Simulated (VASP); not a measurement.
# B17HN18 (a cell with a defect) in VASP: a series of runs

Runs on B17HN18 (a cell with a defect). Level: PBE. Tasks: single point.

Everything below comes from runs of VASP 6.6.1. Logs are shortened: lines on timing, memory, paths and dates and some standing lists are left out, and cuts for length are marked.

### 1 The cell of the first run

The cell holds a defect, 36 atoms: a = 7.465 Å, b = 7.465 Å, c = 6.495 Å, α = 90.00°, β = 90.00°, γ = 120.00°.

### 2 Single point, PBE, collinear spin

INCAR

```
  PREC = Accurate
  ENCUT = 520
  EDIFF = 1E-6
  ISMEAR = 0
  SIGMA = 0.01
  LREAL = Auto
  LASPH = T
  NELM = 150
  ALGO = Normal
  ISIF = 2
  LWAVE = F
  LCHARG = F
  ISPIN = 2
  MAGMOM = 0 0 0 0.01 0 0 0 0 0 0 0 0 0 0 0 0 0 0.04 0.01 0.09 0.01 0.02 0.02 0.02 0.01 0.35 0.02 0.05 0.01 0.05 0.01 0.35 0 0.08 0.01 0
  LORBIT = 11
  NUPDOWN = 2.0
  GGA = PE
  NBANDS = 99
```

KPOINTS

```
Automatic mesh
0
Gamma
  1 1 1
  0.25 0.25 0.25
```

POSCAR

```
B17HN18
1.0
    7.4650312800      0.0000000000      0.0000000000
   -3.7325156400      6.4649067300      0.0000000000
    0.0000000000      0.0000000000      6.4954828800
B N H
17 18 1
Direct
    0.1253179501      0.2071247161      0.2502945869
    0.2078024716      0.1249041298      0.7496628914
    0.1251589930      0.5400704792      0.2496933005
    0.2110029204      0.4593915302      0.7501334768
    0.1251101204      0.8737877762      0.2499876478
    0.2080720521      0.7929539401      0.7493568862
    0.4585044633      0.2072572113      0.2507714910
    0.5397134270      0.1247121643      0.7499917644
    0.4587134915      0.5402915144      0.2499809326
    0.4587257403      0.8736385534      0.2499179106
    0.5433279033      0.7937162568      0.7507802149
    0.7918842179      0.2071571297      0.2497412134
    0.8761742973      0.1296028480      0.7484140378
    0.7916559582      0.5401371980      0.2498356670
    0.8724008899      0.4609489759      0.7492214299
    0.7916830404      0.8735043114      0.2493752765
    0.8753942417      0.7943278510      0.7490933257
    0.0976069271      0.2367207619      0.7483524532
    0.2357537867      0.0961954182      0.2511216628
    0.0969938820      0.5697279594      0.7490814141
    0.2358964720      0.4295078753      0.2500878755
    0.0973205551      0.9031447517      0.7486748754
    0.2359555006      0.7629270280      0.2497364783
    0.4244210887      0.2255203931      0.7520805924
    0.5692217389      0.0963181799      0.2502603319
    0.4273100493      0.5797006732      0.7544460986
    0.5692216295      0.4295708135      0.2509804619
    0.4306210058      0.9029688244      0.7494260551
    0.5694177076      0.7630861447      0.2495920266
    0.7637296235      0.2381994550      0.7489502948
    0.9024926477      0.0962228366      0.2493917609
    0.7691238540      0.5767859067      0.7505251560
    0.9026226073      0.4295942558      0.2496010725
    0.7667147746      0.9072996637      0.7491587527
    0.9026421924      0.7629942087      0.2490093839
    0.5100780590      0.3855608246      0.7532711997
```

Potentials or basis: VASP PAW PBE potentials, release 64 (B, N, H).

The run is started by

```sh
$ cat potpaw_PBE.64/B/POTCAR potpaw_PBE.64/N/POTCAR potpaw_PBE.64/H/POTCAR > POTCAR
$ mpirun -np 1 vasp_std > vasp.out
```

OUTCAR:

```text
PREC = Accurate
   ENCUT = 520
   EDIFF = 1E-6
   ISMEAR = 0
   LREAL = Auto
   LASPH = T
   NELM = 150
   ISIF = 2
   ISPIN = 2
   LORBIT = 11
   NUPDOWN = 2.0
   GGA = PE

 ion  position               nearest neighbor table
   1  0.125  0.207  0.250-  19 1.43  21 1.44  31 1.44
   2  0.208  0.125  0.750-  24 1.40  22 1.43  18 1.44
   3  0.125  0.540  0.250-  21 1.43  33 1.44  23 1.44
   4  0.211  0.459  0.750-  26 1.40  18 1.44  20 1.45
   5  0.125  0.874  0.250-  23 1.43  19 1.44  35 1.44
   6  0.208  0.793  0.749-  22 1.43  28 1.44  20 1.44
[... 17 lines left out ...]
  24  0.424  0.226  0.752-  36 1.04   8 1.40   2 1.40
  25  0.569  0.096  0.250-   7 1.43  12 1.44  10 1.44
  26  0.427  0.580  0.754-  11 1.39   4 1.40
  27  0.569  0.430  0.251-   9 1.43   7 1.44  14 1.44
  28  0.431  0.903  0.749-   8 1.43  11 1.44   6 1.44
  29  0.569  0.763  0.250-  10 1.43  16 1.44   9 1.44
  30  0.764  0.238  0.749-  13 1.43  15 1.44   8 1.45
  31  0.902  0.096  0.249-  12 1.43  16 1.44   1 1.44
  32  0.769  0.577  0.751-  17 1.41  15 1.42
  33  0.903  0.430  0.250-  14 1.43  12 1.44   3 1.44
  34  0.767  0.907  0.749-  17 1.43  13 1.44  11 1.44
  35  0.903  0.763  0.249-  16 1.43   5 1.44  14 1.44
  36  0.510  0.386  0.753-  24 1.04

  LATTYP: Found a hexagonal cell.
 ALAT       =     7.4650312800
 C/A-ratio  =     0.8701213212

  Lattice vectors:

 A1 = (   7.4650312800,   0.0000000000,   0.0000000000)
 A2 = (  -3.7325156400,   6.4649067300,   0.0000000000)
 A3 = (   0.0000000000,   0.0000000000,   6.4954828800)

Analysis of symmetry for initial positions (statically):
=====================================================================
 Subroutine PRICEL returns:
 Original cell was already a primitive cell.

 Routine SETGRP: Setting up the symmetry group for a
 hexagonal supercell.

 Subroutine GETGRP returns: Found  1 space group operations
 (whereof  1 operations were pure point group operations)
 out of a pool of 24 trial point group operations.

The static configuration has the point symmetry C_1 .

Analysis of symmetry for dynamics (positions and initial velocities):
=====================================================================
 Subroutine PRICEL returns:
 Original cell was already a primitive cell.

 Routine SETGRP: Setting up the symmetry group for a
 hexagonal supercell.

 Subroutine GETGRP returns: Found  1 space group operations
 (whereof  1 operations were pure point group operations)
 out of a pool of 24 trial point group operations.

The dynamic configuration has the point symmetry C_1 .

Analysis of structural, dynamic, and magnetic symmetry:
=====================================================================
 Subroutine PRICEL returns:
 Original cell was already a primitive cell.

 Routine SETGRP: Setting up the symmetry group for a
 hexagonal supercell.

 Subroutine GETGRP returns: Found  1 space group operations
 (whereof  1 operations were pure point group operations)
 out of a pool of 24 trial point group operations.

The overall configuration has the point symmetry C_1 .

 Subroutine INISYM returns: Found  1 space group operations
 (whereof  1 operations are pure point group operations),
 and found     1 'primitive' translations

----------------------------------------------------------------------------------------

                                     Primitive cell

  volume of cell :     313.4768

  direct lattice vectors                    reciprocal lattice vectors
     7.465031280  0.000000000  0.000000000     0.133957912  0.077340636  0.000000000
    -3.732515640  6.464906730  0.000000000     0.000000000  0.154681273  0.000000000
     0.000000000  0.000000000  6.495482880     0.000000000  0.000000000  0.153953142

  length of vectors
     7.465031280  7.465031281  6.495482880     0.154681273  0.154681273  0.153953142

  position of ions in fractional coordinates (direct lattice)
     0.125317950  0.207124716  0.250294587
[... 107 lines left out ...]
  0.250000  0.500000  0.250000      2.000000
  0.500000 -0.250000  0.250000      2.000000
   k-points           NKPTS =      6   k-points in BZ     NKDIM =      6   number of bands    NBANDS=     99
   number of dos      NEDOS =    301   number of ions     NIONS =     36
   total plane-waves  NPLWV = 150528
   dimension x,y,z NGX =    56 NGY =   56 NGZ =   48
   dimension x,y,z NGXF=   112 NGYF=  112 NGZF=   96
   ions per type =              17  18   1
   NGX,Y,Z   is equivalent  to a cutoff of  12.47, 12.47, 12.29 a.u.
   NGXF,Y,Z  is equivalent  to a cutoff of  24.94, 24.94, 24.57 a.u.
 SYSTEM =  unknown system
   PREC   = accura    normal or accurate (medium, high low for compatibility)
   ISTART =      0    job   : 0-new  1-cont  2-samecut
   ICHARG =      2    charge: 1-file 2-atom 10-const
   ISPIN  =      2    spin polarized calculation?
   LNONCOLLINEAR =      F non collinear calculations
   LSORBIT =      F    spin-orbit coupling
   LASPH  =      T    aspherical Exc in radial PAW
   ENCUT  =  520.0 eV  38.22 Ry    6.18 a.u.  13.88 13.88 12.08*2*pi/ulx,y,z
   NELM   =    150;   NELMIN=  2; NELMDL= -5     # of ELM steps
   EDIFF  = 0.1E-05   stopping-criterion for ELM
   LREAL  =      T    real-space projection
   EDIFFG = 0.1E-04   stopping-criterion for IOM
   NSW    =      0    number of steps for IOM
   IBRION =     -1    ionic relax: 0-MD 1-quasi-New 2-CG
   NFREE  =      0    steps in history (QN), initial steepest desc. (CG)
   ISIF   =      2    stress and relaxation
   ISYM   =      2    0-nonsym 1-usesym 2-fastsym
   POTIM  = 0.5000    time-step for ionic-motion
   TEBEG  =    0.0;   TEEND  =   0.0 temperature during run
   PSTRESS=    0.0 pullay stress
   NELECT =     142.0000    total number of electrons
   NUPDOWN=       2.0000    fix difference up-down
   EMIN   =  10.00;   EMAX   =-10.00  energy-range for DOS
   EFERMI =   0.00;   METHOD = LEGACY
   ISMEAR =     0;   SIGMA  =   0.01  broadening in eV -4-tet -1-fermi 0-gaus
   EFERMI_NEDOS =   21; number of points for ismear=-14 and -15
   IALGO  =     38    algorithm
   IMIX   =      4    mixing-type and parameters
     AMIX     =   0.40;   BMIX     =  1.00
     AMIX_MAG =   1.60;   BMIX_MAG =  1.00
  volume/ion in A,a.u.               =       8.71        58.76
  Fermi-wavevector in a.u.,A,eV,Ry     =   1.257291  2.375936 21.507829  1.580781
  Thomas-Fermi vector in A             =   2.390957
   LORBIT       =     11    0 simple, 1 ext, 2 COOP (PROOUT), +10 PAW based schemes
   GGA     = PE    functional components
   LHFCALC =     F    Hartree Fock is set to
   AEXX    =    0.0000 exact exchange contribution
   IVDW    =     0    specifies the selected vdW correction
   LEPSILON=     F    determine dielectric tensor
   LRPA    =     F    only Hartree local field effects (RPA)
 spin polarized calculation
 Gauss-broadening in eV      SIGMA  =   0.01
  energy-cutoff  :      520.00
  volume of cell :      313.48
 maximum number of plane-waves:      8452
   NGX = 27   NGY = 27   NGZ = 25

 number of electron     142.0000003 magnetization       1.9999970

 Free energy of the ion-electron system (eV)
  ---------------------------------------------------
  ext. energy  EPLUGINS =         0.00000000
  ---------------------------------------------------
  free energy    TOTEN  =      -305.50018922 eV

  energy without entropy =     -305.50018429  energy(sigma->0) =     -305.50018676

 E-fermi :   2.3145     XC(G=0): -10.1683

 val. band max:        2.2911572740   @ k =   0.5000   0.2500   0.2500
 cond. band min:       2.3384894593   @ k =  -0.2500   0.5000   0.2500
 fundamental gap:      0.0473321853
 Fermi energy:         2.2448533973

 spin component 1

 k-point     1 :       0.2500    0.2500    0.2500
  band No.  band energies     occupation
      1     -15.2150      1.00000
      2     -14.9826      1.00000
      3     -14.7344      1.00000
      4     -14.6355      1.00000
      5     -14.5202      1.00000
      6     -14.2488      1.00000
[... 505 lines left out ...]
     82       9.1657      0.00000
     83       9.2673      0.00000
 Fermi energy:         2.3144853505

 spin component 2

 k-point     1 :       0.2500    0.2500    0.2500
  band No.  band energies     occupation
      1     -15.1742      1.00000
      2     -14.8926      1.00000
      3     -14.6756      1.00000
      4     -14.6070      1.00000
      5     -14.4247      1.00000
      6     -14.0499      1.00000
[... 505 lines left out ...]
     82       9.2211      0.00000
     83       9.2961      0.00000
 [bands above 83 left out]

------------------------ aborting loop because EDIFF is reached ----------------------------------------

  FORCE on cell =-STRESS in cart. coord.  units (eV):
  Direction    XX          YY          ZZ          XY          YZ          ZX
  --------------------------------------------------------------------------------------
  -------------------------------------------------------------------------------------
  Total       23.6653644     30.6227560      6.1373258      0.7767854     -0.0500480     -0.0041573
  in kB      120.9535003    156.5126765     31.3678260      3.9701446     -0.2557951     -0.0212477
  external PRESSURE =     102.9446676 kB  Pullay stress =       0.0000000 kB

 VOLUME and BASIS-vectors are now :
 -----------------------------------------------------------------------------
  energy-cutoff  :      520.00
  volume of cell :      313.48
      direct lattice vectors                 reciprocal lattice vectors
     7.465031280  0.000000000  0.000000000     0.133957912  0.077340636  0.000000000
    -3.732515640  6.464906730  0.000000000     0.000000000  0.154681273  0.000000000
     0.000000000  0.000000000  6.495482880     0.000000000  0.000000000  0.153953142

 POSITION                                       TOTAL-FORCE (eV/Angst)
 -----------------------------------------------------------------------------------
      0.16241      1.33904      1.62578        -0.159184      0.097880     -0.002835
      1.08505      0.80749      4.86942         0.118263     -0.109430      0.025070
     -1.08151      3.49151      1.62188        -0.174066      0.141802      0.000611
     -0.13954      2.96992      4.87248        -0.084527     -0.247703     -0.010253
     -2.32748      5.64896      1.62379        -0.159386      0.111426     -0.002793
     -1.40645      5.12637      4.86743         0.261689     -0.294128     -0.011392
[... 28 lines left out ...]
      3.89036      4.93269      1.61744         0.152128     -0.121405      0.019743
      2.36864      2.49261      4.89286        -0.107414     -0.105587      0.022493
 -----------------------------------------------------------------------------------
    total drift:                               -0.002299      0.002707      0.001604

  FREE ENERGIE OF THE ION-ELECTRON SYSTEM (eV)
  ---------------------------------------------------
  free  energy   TOTEN  =      -305.5001892204 eV

  energy  without entropy=     -305.5001842939  energy(sigma->0) =     -305.50018676

 total charge

# of ion       s       p       d       tot
------------------------------------------
    1        0.757   1.450   0.000   2.208
    2        0.768   1.489   0.000   2.257
    3        0.757   1.449   0.000   2.206
    4        0.759   1.467   0.000   2.226
    5        0.757   1.450   0.000   2.207
    6        0.758   1.452   0.000   2.210
[... 28 lines left out ...]
   35        1.232   2.808   0.000   4.039
   36        0.598   0.101   0.000   0.699
--------------------------------------------------
tot         35.780  74.992   0.000 110.772

 magnetization (x)

# of ion       s       p       d       tot
------------------------------------------
    1       -0.000  -0.001   0.000  -0.001
    2        0.000   0.002   0.000   0.002
    3       -0.000  -0.000   0.000  -0.000
    4        0.002   0.005   0.000   0.007
    5       -0.000  -0.001   0.000  -0.002
    6       -0.001  -0.002   0.000  -0.003
[... 28 lines left out ...]
   35        0.000   0.009   0.000   0.009
   36        0.000   0.005   0.000   0.005
--------------------------------------------------
tot          0.083   1.389   0.000   1.473
```

Run time: 15 min. Hardware: 1 thread of Intel Xeon Platinum 8488C (Sapphire Rapids), shared host; peak memory 0.64 GiB.

What came out:

```yaml
Free_energy: -305.5002 eV
Pressure: 10.3 GPa
Largest_force: 0.398 eV/Å
Net_moment: 2.00 μB per cell
Site_moments: B -0.00, +0.00, +0.01, -0.01 (each value once); N +0.04, +0.01, +0.08, +0.05, +0.02, +0.47, +0.03, +0.07, +0.48, +0.00, +0.10 (each value once); H +0.01 μB
Valence_electrons_inside_the_program's_atomic_spheres: B 2.21, 2.26, 2.23, 2.20, 2.25, 2.27 (each value once); N 4.04, 4.01, 4.07, 3.88, 4.03, 3.85, 4.02 (each value once); H 0.70
```

Forces on the atoms (eV/Å):
```
B   -0.159  0.098 -0.003
B    0.118 -0.109  0.025
B   -0.174  0.142  0.001
B   -0.085 -0.248 -0.010
B   -0.159  0.111 -0.003
B    0.262 -0.294 -0.011
B   -0.238  0.057  0.007
B    0.060 -0.173  0.005
B   -0.252  0.109 -0.007
B   -0.258  0.093 -0.001
B    0.208  0.067 -0.085
B   -0.176  0.106  0.001
B    0.243 -0.167 -0.021
B   -0.165  0.159 -0.013
B    0.228 -0.136 -0.092
B   -0.138  0.110 -0.006
B   -0.060 -0.083 -0.164
N   -0.127  0.247  0.003
N    0.193 -0.078 -0.022
N   -0.257  0.215  0.070
N    0.199 -0.082  0.003
N   -0.165  0.051  0.031
N    0.195 -0.086  0.003
N    0.089  0.097 -0.053
N    0.206 -0.088 -0.009
N   -0.037  0.058  0.082
N    0.206 -0.099  0.015
N   -0.171  0.092  0.000
N    0.193 -0.128  0.014
N   -0.188  0.082 -0.014
N    0.162 -0.093  0.009
N    0.255  0.241  0.189
N    0.166 -0.120  0.003
N   -0.217  0.076  0.011
N    0.152 -0.121  0.020
H   -0.107 -0.106  0.022
```

Caveat: the k points lie up to 0.49 Å⁻¹ apart; the total moment is fixed, so each spin has its own Fermi level and the state may be an excited one.

### 3 Single point, PBE, collinear spin

INCAR

```
ALGO = Normal ; EDIFF = 1E-6
ENCUT = 520 ; GGA = PE
ISIF = 2 ; ISMEAR = 0
ISPIN = 2 ; LASPH = True
LCHARG = False ; LORBIT = 11
LREAL = Auto ; LWAVE = False
MAGMOM = 0.02 0.02 0.02 0.01 0.02 0.01 0.02 0.01 0.02 0.02 0.01 0.02 0.01 0.02 0.01 0.02 0.01 0.04 0.01 0.09 0.01 0.02 0.01 0.02 0.01 0.35 0.02 0.05 0 0.04 0.01 0.34 0 0.08 0.01 0 ; NBANDS = 99
NELECT = 143.0 ; NELM = 150
NUPDOWN = 3.0 ; PREC = Accurate
SIGMA = 0.01
```

KPOINTS is that of step 2.

POSCAR

```
B17HN18
1.0
    7.4650312800      0.0000000000      0.0000000000
   -3.7325156400      6.4649067300      0.0000000000
    0.0000000000      0.0000000000      6.4954828800
B N H
17 18 1
Direct
    0.1419108429      0.1915365233      0.2514512332
    0.1907518874      0.1397756393      0.7486468815
    0.1417510746      0.5246554526      0.2492183012
    0.1946697806      0.4744127277      0.7500605741
    0.1418788028      0.8582936237      0.2500447640
    0.1915880271      0.8080545707      0.7495837119
    0.4749721049      0.1918722961      0.2512627766
    0.5233166569      0.1399246936      0.7504402928
    0.4751898327      0.5252813019      0.2496598697
    0.4754434859      0.8583836830      0.2507762325
    0.5271931284      0.8088098167      0.7499915575
    0.8086014859      0.1917421056      0.2501163298
    0.8592717153      0.1450283717      0.7488006668
    0.8084200640      0.5250022214      0.2487346446
    0.8558801767      0.4762963253      0.7503230995
    0.8085101656      0.8582171517      0.2483110571
    0.8589420818      0.8098074033      0.7502023838
    0.0812619067      0.2516729129      0.7480867221
    0.2517526090      0.0813003961      0.2524024410
    0.0810368328      0.5842226415      0.7501082670
    0.2518285244      0.4147123320      0.2502365664
    0.0812849851      0.9178551824      0.7487723780
    0.2520899517      0.7480821001      0.2499954883
    0.4078352490      0.2401274153      0.7523318771
    0.5850540913      0.0817791564      0.2511181229
    0.4118759155      0.5940831516      0.7526489686
    0.5850123469      0.4151851081      0.2501645385
    0.4149019512      0.9178238577      0.7493373490
    0.5855144429      0.7485508968      0.2493744039
    0.7472809791      0.2533695936      0.7500309790
    0.9184798674      0.0815624772      0.2497283543
    0.7536009783      0.5922216133      0.7496958617
    0.9185557053      0.4150196286      0.2490491210
    0.7505144398      0.9224348382      0.7494710692
    0.9188185426      0.7483250476      0.2474517325
    0.4927956477      0.4001503030      0.7523713828
```

Potentials or basis: VASP PAW PBE potentials, release 64 (B, N, H).

The run is started by

```sh
$ cat potpaw_PBE.64/B/POTCAR potpaw_PBE.64/N/POTCAR potpaw_PBE.64/H/POTCAR > POTCAR
$ mpirun -np 1 vasp_std > vasp.out
```

Run time: 15 min. Hardware: 1 thread of Intel Xeon Platinum 8488C (Sapphire Rapids), shared host; peak memory 0.63 GiB.

Results (log left out):

```yaml
Free_energy: -299.0379 eV
Largest_force: 0.296 eV/Å
Net_moment: 3.00 μB per cell
Site_moments: B +0.04, +0.03, +0.02, +0.00 (each value once); N +0.05, -0.00, +0.08, +0.00, +0.03, +0.04, +0.01, +0.47, +0.46, +0.10 (each value once); H +0.00 μB
Valence_electrons_inside_the_program's_atomic_spheres: B 2.23, 2.28, 2.24, 2.22, 2.27, 2.25 (each value once); N 4.04, 4.01, 4.05, 4.08, 3.88, 4.03, 3.86 (each value once); H 0.70
```

Forces in eV/Å, atoms in the order of the input:
```
B   -0.127  0.109 -0.043
B    0.169 -0.052  0.075
B   -0.148  0.192  0.024
B   -0.149 -0.137 -0.012
B   -0.155  0.120 -0.003
B    0.172 -0.235 -0.005
B   -0.248  0.055  0.007
B   -0.037 -0.164  0.010
B   -0.241  0.104  0.000
B   -0.285  0.051 -0.024
B    0.089  0.019 -0.033
B   -0.164  0.091 -0.004
B    0.235 -0.173 -0.013
B   -0.166  0.154 -0.005
B    0.261 -0.081 -0.082
B   -0.133  0.083  0.033
B   -0.045 -0.092 -0.161
N   -0.070  0.227  0.007
N    0.216 -0.086 -0.032
N   -0.183  0.114  0.039
N    0.205 -0.076  0.009
N   -0.065 -0.003  0.025
N    0.255 -0.125  0.000
N    0.068  0.083 -0.077
N    0.182 -0.063 -0.014
N    0.109  0.103  0.042
N    0.193 -0.090  0.007
N   -0.088  0.076 -0.002
N    0.176 -0.140  0.005
N   -0.247  0.163 -0.008
N    0.150 -0.091  0.007
N    0.030  0.243  0.153
N    0.124 -0.116  0.009
N   -0.150  0.046  0.017
N    0.155 -0.142  0.034
H   -0.086 -0.167  0.013
```

Caveat: the k points lie up to 0.49 Å⁻¹ apart; the cell carries a net charge on a neutralising background, which shifts energy and pressure; the cell is charged against a uniform background, so pressure and absolute levels hang on convention; the moment is held away from its start; the total moment is fixed, so each spin has its own Fermi level and the state may be an excited one.
